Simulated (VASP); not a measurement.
Set up this calculation in VASP 6.6.1, as the native input.

```yaml
Task: single point
Functional: PBE
Potentials_or_basis: VASP PAW PBE potentials, release 64 (V_sv, Ta_pv)
Cutoff: 520 eV
k_mesh: 2 × 2 × 2, shifted
Occupations: gaussian, width 0.1 eV
Spin: no spin polarisation
Dipole_correction: no
Further_INCAR_settings: LREAL = Auto; ALGO = Fast; EDIFF = 1e-07; NBANDS = 136; ISYM = 0
```

The structure of TaV lies in POSCAR:

```
TaV
1.0
    3.9264299039     -2.2312583260     -4.6193437438
    3.9651276013     -2.2102190365      4.6442349857
   -1.9064448392     -7.6861789213     -0.0231282895
V Ta
10 10
Direct
    0.8953052188      0.1546972565      0.3878112474
    0.1969590112      0.4373777971      0.2067475753
    0.8117692917      0.0445789635      0.7911757948
    0.6963070895      0.9610793231      0.2094631302
    0.2950210591      0.5586805824      0.8007238855
    0.0990477339      0.8516600770      0.6132755099
    0.4105881320      0.1561081126      0.3887481653
    0.8050352423      0.5550763430      0.8003164085
    0.6980706944      0.4388860927      0.2075204751
    0.2931356133      0.0393324698      0.7896880362
    0.1014959778      0.3370804259      0.6010164199
    0.6032156037      0.8575071614      0.6038600345
    0.3999801949      0.6482243105      0.3994885835
   -0.0044757082      0.2561800485     -0.0020645577
    0.5034269008      0.7447867022     -0.0003186836
    0.9026138509      0.6490944086      0.3977390726
    0.5966215043      0.3388919281      0.6043980163
    0.1997220525      0.9610138180      0.2085347482
    0.9963282985      0.7441447401     -0.0032269988
    0.5059267387      0.2608864696     -0.0033595843
```

These files were run (other wordings do the same):

INCAR

```
PREC = Accurate
ENCUT = 520
EDIFF = 1E-7
ISMEAR = 0
SIGMA = 0.1
LREAL = Auto
LASPH = T
NELM = 60
ALGO = Fast
ISIF = 2
LWAVE = F
LCHARG = T
GGA = PE
LELF = T
LVHAR = T
NBANDS = 136
ISYM = 0
```

KPOINTS

```
Automatic mesh
0
Gamma
  2 2 2
  0.5 0.5 0.5
```

Potentials or basis: VASP PAW PBE potentials, release 64 (V_sv, Ta_pv).

Command:

```console
$ cat potpaw_PBE.64/V_sv/POTCAR potpaw_PBE.64/Ta_pv/POTCAR > POTCAR
$ mpirun -np 1 vasp_std > vasp.out
```

Results of the run:

```
Pressure               : 0.2 GPa
Largest force          : 0.053 eV/Å
Band gap on the k mesh : zero (band 120 reaches 7.29 eV, above the bottom of band 121 at 7.14 eV)
```

Caveat: the k points lie up to 0.50 Å⁻¹ apart; spin-orbit coupling is left out, which moves the levels of the heavy elements.

It took 13 min on 1 thread of Oxide Virtual Turin-like Processor, with other jobs on the host, peak memory 0.39 GiB.
